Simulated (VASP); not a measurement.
# C in VASP: single point with PBEsol

Aim: the single point of C with PBEsol.

All numbers are computed with VASP 6.6.1; they aren't measurements. Logs are shortened: lines on timing, memory, paths and dates and some standing lists are left out, and cuts for length are marked.

### 1 The cell of the first run

The cell holds a slab with vacuum, 18 atoms: a = 7.398 Å, b = 7.398 Å, c = 12.000 Å, α = 90.00°, β = 90.00°, γ = 120.00°.

### 2 Single point, PBEsol

The input, INCAR:

```
PREC = Accurate
ENCUT = 520
EDIFF = 1E-6
ISMEAR = -1
SIGMA = 0.02
LREAL = Auto
LASPH = True
NELM = 100
ALGO = Normal
ISIF = 2
LWAVE = False
LCHARG = False
GGA = PS
NBANDS = 51
```

The input, KPOINTS:

```
Automatic mesh
0
Gamma
  2 2 1
```

The input, POSCAR:

```
C
1.0
    7.3980000000      0.0000000000      0.0000000000
   -3.6990000000      6.4068560000      0.0000000000
    0.0000000000      0.0000000000     12.0000000000
C
18
Direct
    0.0039571278     -0.0021695509      0.0752666667
    0.2229915243      0.1078376040      0.0846416667
    0.0011776573      0.3249019488      0.0738750000
    0.2265504255      0.4429629759      0.0838250000
   -0.0003043930      0.6696264127      0.0846416667
    0.2184630623      0.7818031184      0.0856166667
    0.3348259347     -0.0000156083      0.0854416667
    0.5547881633      0.1109280433      0.0889416667
    0.3368097508      0.3356092286      0.0890333333
    0.5607152898      0.4435716988      0.0898083333
    0.3359528413      0.6753390431      0.0845000000
    0.5455494029      0.7776357077      0.0836333333
    0.6680552030      0.0011550127      0.0837166667
    0.8895936668      0.1076815212      0.0721333333
    0.6691634247      0.3351097637      0.0915333333
    0.8870415485      0.4478327592      0.0829500000
    0.6622946466      0.6668169224      0.0824000000
    0.8823405090      0.7733590391      0.0780500000
```

Potentials or basis: VASP PAW PBE potentials, release 64 (C).

Launch:

```bash
$ cat potpaw_PBE.64/C/POTCAR > POTCAR
$ mpirun -np 1 vasp_std > vasp.out
```

OUTCAR:

```text
PREC = Accurate
   ENCUT = 520
   EDIFF = 1E-6
   ISMEAR = -1
   LREAL = Auto
   LASPH = True
   NELM = 100
   ISIF = 2
   GGA = PS

 ion  position               nearest neighbor table
   1  0.004  0.998  0.075-   2 1.41  14 1.44  18 1.44
   2  0.223  0.108  0.085-   7 1.41   1 1.41   9 1.46
   3  0.001  0.325  0.074-  14 1.39   4 1.45  16 1.52
   4  0.227  0.443  0.084-   9 1.40   3 1.45  11 1.49
   5  1.000  0.670  0.085-   6 1.40  18 1.42  16 1.42
   6  0.218  0.782  0.086-   7 1.40   5 1.40  11 1.44
[... 10 lines left out ...]
  17  0.662  0.667  0.082-  18 1.41  10 1.43  12 1.46
  18  0.882  0.773  0.078-  17 1.41   5 1.42   1 1.44

  LATTYP: Found a hexagonal cell.
 ALAT       =     7.3980000000
 C/A-ratio  =     1.6220600162

  Lattice vectors:

 A1 = (   7.3980000000,   0.0000000000,   0.0000000000)
 A2 = (  -3.6990000000,   6.4068560000,   0.0000000000)
 A3 = (   0.0000000000,   0.0000000000,  12.0000000000)

Analysis of symmetry for initial positions (statically):
=====================================================================
 Subroutine PRICEL returns:
 Original cell was already a primitive cell.

 Routine SETGRP: Setting up the symmetry group for a
 hexagonal supercell.

 Subroutine GETGRP returns: Found  1 space group operations
 (whereof  1 operations were pure point group operations)
 out of a pool of 24 trial point group operations.

The static configuration has the point symmetry C_1 .

Analysis of symmetry for dynamics (positions and initial velocities):
=====================================================================
 Subroutine PRICEL returns:
 Original cell was already a primitive cell.

 Routine SETGRP: Setting up the symmetry group for a
 hexagonal supercell.

 Subroutine GETGRP returns: Found  1 space group operations
 (whereof  1 operations were pure point group operations)
 out of a pool of 24 trial point group operations.

The dynamic configuration has the point symmetry C_1 .

 Subroutine INISYM returns: Found  1 space group operations
 (whereof  1 operations are pure point group operations),
 and found     1 'primitive' translations

----------------------------------------------------------------------------------------

                                     Primitive cell

  volume of cell :     568.7750

  direct lattice vectors                    reciprocal lattice vectors
     7.398000000  0.000000000  0.000000000     0.135171668  0.078041398  0.000000000
    -3.699000000  6.406856000  0.000000000     0.000000000  0.156082796  0.000000000
     0.000000000  0.000000000 12.000000000     0.000000000  0.000000000  0.083333333

  length of vectors
     7.398000000  7.398000054 12.000000000     0.156082797  0.156082796  0.083333333

  position of ions in fractional coordinates (direct lattice)
     0.003957128  0.997830449  0.075266667
     0.222991524  0.107837604  0.084641667
     0.001177657  0.324901949  0.073875000
     0.226550426  0.442962976  0.083825000
     0.999695607  0.669626413  0.084641667
     0.218463062  0.781803118  0.085616667
[... 10 lines left out ...]
     0.662294647  0.666816922  0.082400000
     0.882340509  0.773359039  0.078050000

  ion indices of the primitive-cell ions
   primitive index   ion index
                 1           1
                 2           2
                 3           3
                 4           4
                 5           5
                 6           6
[... 10 lines left out ...]
                17          17
                18          18

----------------------------------------------------------------------------------------

 KPOINTS: Automatic mesh

Automatic generation of k-mesh.
 Grid dimensions read from file:
 generate k-points for:    2    2    1

 Generating k-lattice:

  Cartesian coordinates                     Fractional coordinates (reciprocal lattice)
     0.067585834  0.039020699  0.000000000     0.500000000  0.000000000  0.000000000
     0.000000000  0.078041398  0.000000000     0.000000000  0.500000000  0.000000000
     0.000000000  0.000000000  0.083333333     0.000000000  0.000000000  1.000000000

  Length of vectors
     0.078041399  0.078041398  0.083333333

  Shift w.r.t. Gamma in fractional coordinates (k-lattice)
     0.000000000  0.000000000  0.000000000

 Subroutine IBZKPT returns following result:
 ===========================================

 Found      4 irreducible k-points:

 Following reciprocal coordinates:
            Coordinates               Weight
  0.000000  0.000000  0.000000      1.000000
  0.500000  0.000000  0.000000      1.000000
  0.000000  0.500000  0.000000      1.000000
  0.500000  0.500000  0.000000      1.000000
   k-points           NKPTS =      4   k-points in BZ     NKDIM =      4   number of bands    NBANDS=     51
   number of dos      NEDOS =    301   number of ions     NIONS =     18
   total plane-waves  NPLWV = 282240
   dimension x,y,z NGX =    56 NGY =   56 NGZ =   90
   dimension x,y,z NGXF=   112 NGYF=  112 NGZF=  180
   ions per type =              18
   NGX,Y,Z   is equivalent  to a cutoff of  12.58, 12.58, 12.47 a.u.
   NGXF,Y,Z  is equivalent  to a cutoff of  25.17, 25.17, 24.94 a.u.
 SYSTEM =  unknown system
   PREC   = accura    normal or accurate (medium, high low for compatibility)
   ISTART =      0    job   : 0-new  1-cont  2-samecut
   ICHARG =      2    charge: 1-file 2-atom 10-const
   ISPIN  =      1    spin polarized calculation?
   LNONCOLLINEAR =      F non collinear calculations
   LSORBIT =      F    spin-orbit coupling
   LASPH  =      T    aspherical Exc in radial PAW
   ENCUT  =  520.0 eV  38.22 Ry    6.18 a.u.  13.76 13.76 22.31*2*pi/ulx,y,z
   NELM   =    100;   NELMIN=  2; NELMDL= -5     # of ELM steps
   EDIFF  = 0.1E-05   stopping-criterion for ELM
   LREAL  =      T    real-space projection
   EDIFFG = 0.1E-04   stopping-criterion for IOM
   NSW    =      0    number of steps for IOM
   IBRION =     -1    ionic relax: 0-MD 1-quasi-New 2-CG
   NFREE  =      0    steps in history (QN), initial steepest desc. (CG)
   ISIF   =      2    stress and relaxation
   ISYM   =      2    0-nonsym 1-usesym 2-fastsym
   POTIM  = 0.5000    time-step for ionic-motion
   TEBEG  =    0.0;   TEEND  =   0.0 temperature during run
   PSTRESS=    0.0 pullay stress
   NELECT =      72.0000    total number of electrons
   NUPDOWN=      -1.0000    fix difference up-down
   EMIN   =  10.00;   EMAX   =-10.00  energy-range for DOS
   EFERMI =   0.00;   METHOD = LEGACY
   ISMEAR =    -1;   SIGMA  =   0.02  broadening in eV -4-tet -1-fermi 0-gaus
   EFERMI_NEDOS =   21; number of points for ismear=-14 and -15
   IALGO  =     38    algorithm
   IMIX   =      4    mixing-type and parameters
     AMIX     =   0.40;   BMIX     =  1.00
     AMIX_MAG =   1.60;   BMIX_MAG =  1.00
  volume/ion in A,a.u.               =      31.60       213.24
  Fermi-wavevector in a.u.,A,eV,Ry     =   0.822001  1.553356  9.193253  0.675685
  Thomas-Fermi vector in A             =   1.933259
   LORBIT       =      0    0 simple, 1 ext, 2 COOP (PROOUT), +10 PAW based schemes
   GGA     = PS    functional components
   LHFCALC =     F    Hartree Fock is set to
   AEXX    =    0.0000 exact exchange contribution
   IVDW    =     0    specifies the selected vdW correction
   LEPSILON=     F    determine dielectric tensor
   LRPA    =     F    only Hartree local field effects (RPA)
 non-spin polarized calculation
  energy-cutoff  :      520.00
  volume of cell :      568.78
 maximum number of plane-waves:     15363
 NGX is ok and might be reduce to    56
   NGX = 27   NGY = 27   NGZ = 45

 number of electron      72.0000001 magnetization

 Free energy of the ion-electron system (eV)
  ---------------------------------------------------
  ext. energy  EPLUGINS =         0.00000000
  ---------------------------------------------------
  free energy    TOTEN  =      -172.41800943 eV

  energy without entropy =     -172.41452530  energy(sigma->0) =     -172.41626737

 E-fermi :  -1.8305     XC(G=0):  -3.5689

 val. band max:       -1.8930095205   @ k =   0.0000   0.0000   0.0000
 cond. band min:      -1.7679006824   @ k =   0.0000   0.0000   0.0000
 fundamental gap:      0.1251088382
 Fermi energy:        -1.8304544038

 k-point     1 :       0.0000    0.0000    0.0000
  band No.  band energies     occupation
      1     -21.3091      2.00000
      2     -18.9231      2.00000
      3     -18.8557      2.00000
      4     -18.7738      2.00000
      5     -18.7340      2.00000
      6     -18.6053      2.00000
[... 40 lines left out ...]
     47       3.4871      0.00000
     48       5.0095      0.00000

 k-point     2 :       0.5000    0.0000    0.0000
  band No.  band energies     occupation
      1     -20.7190      2.00000
      2     -20.6002      2.00000
      3     -19.4308      2.00000
      4     -19.2568      2.00000
      5     -16.9917      2.00000
      6     -16.9306      2.00000
[... 40 lines left out ...]
     47       4.1884      0.00000
     48       4.3666      0.00000

 k-point     3 :       0.0000    0.5000    0.0000
  band No.  band energies     occupation
      1     -20.7372      2.00000
      2     -20.5720      2.00000
      3     -19.4201      2.00000
      4     -19.2924      2.00000
      5     -17.0019      2.00000
      6     -16.8707      2.00000
[... 40 lines left out ...]
     47       4.2007      0.00000
     48       4.3378      0.00000

 k-point     4 :       0.5000    0.5000    0.0000
  band No.  band energies     occupation
      1     -20.7345      2.00000
      2     -20.5775      2.00000
      3     -19.4325      2.00000
      4     -19.2670      2.00000
      5     -17.1302      2.00000
      6     -16.8758      2.00000
[... 40 lines left out ...]
     47       4.1872      0.00000
     48       4.3367      0.00000
 [bands above 48 left out]

------------------------ aborting loop because EDIFF is reached ----------------------------------------

  FORCE on cell =-STRESS in cart. coord.  units (eV):
  Direction    XX          YY          ZZ          XY          YZ          ZX
  --------------------------------------------------------------------------------------
  -------------------------------------------------------------------------------------
  Total       -0.2826969     -2.4098675     -0.4202737      1.4254824     -0.3843967      0.0556238
  in kB       -0.7963264     -6.7883340     -1.1838653      4.0154285     -1.0828035      0.1566862
  external PRESSURE =      -2.9228419 kB  Pullay stress =       0.0000000 kB

 VOLUME and BASIS-vectors are now :
 -----------------------------------------------------------------------------
  energy-cutoff  :      520.00
  volume of cell :      568.78
      direct lattice vectors                 reciprocal lattice vectors
     7.398000000  0.000000000  0.000000000     0.135171668  0.078041398  0.000000000
    -3.699000000  6.406856000  0.000000000     0.000000000  0.156082796  0.000000000
     0.000000000  0.000000000 12.000000000     0.000000000  0.000000000  0.083333333

 POSITION                                       TOTAL-FORCE (eV/Angst)
 -----------------------------------------------------------------------------------
     -3.66170      6.39296      0.90320        -0.968243     -0.026567      0.179644
      1.25080      0.69090      1.01570        -1.017132      1.466296     -0.239383
     -1.19310      2.08160      0.88650        -1.234334      2.549584      0.876685
      0.03750      2.83800      1.00590        -1.166371      0.622534     -0.414002
      4.91880      4.29020      1.01570        -1.393474     -1.070675     -0.399952
     -1.27570      5.00890      1.02740         1.946774     -0.125507     -0.247831
[... 10 lines left out ...]
      2.43310      4.27220      0.98880         0.224351     -1.146250      0.109725
      3.66690      4.95480      0.93660         1.008285      1.082102      0.399639
 -----------------------------------------------------------------------------------
    total drift:                                0.021852     -0.012631     -0.009697

  FREE ENERGIE OF THE ION-ELECTRON SYSTEM (eV)
  ---------------------------------------------------
  free  energy   TOTEN  =      -172.4180094349 eV

  energy  without entropy=     -172.4145252984  energy(sigma->0) =     -172.41626737
```

Run time: 2.8 min. Hardware: 1 thread of Intel Xeon Platinum 8488C (Sapphire Rapids), shared host; peak memory 0.54 GiB.

Results:

```
Free energy   : -172.4180 eV
Largest force : 3.771 eV/Å
```

Forces in eV/Å, atoms in the order of the input:
```
C   -0.968 -0.027  0.180
C   -1.017  1.466 -0.239
C   -1.234  2.550  0.877
C   -1.166  0.623 -0.414
C   -1.393 -1.071 -0.400
C    1.947 -0.126 -0.248
C   -0.273 -0.218  0.390
C    1.679 -0.049 -0.144
C    0.091 -1.269 -0.275
C   -2.044  1.631  0.039
C   -2.202 -3.054  0.207
C    3.385  1.394 -0.106
C   -1.484 -0.232 -0.416
C    0.563  0.210  0.638
C    0.513 -0.228 -0.613
C    2.372 -1.536  0.015
C    0.224 -1.146  0.110
C    1.008  1.082  0.400
```

Caveat: the k points lie up to 0.49 Å⁻¹ apart; the atoms stand as in a frame of molecular dynamics; there is no dipole correction, which matters where the two faces differ; the PAW data sets were made with another functional, which shifts forces and pressure a little.
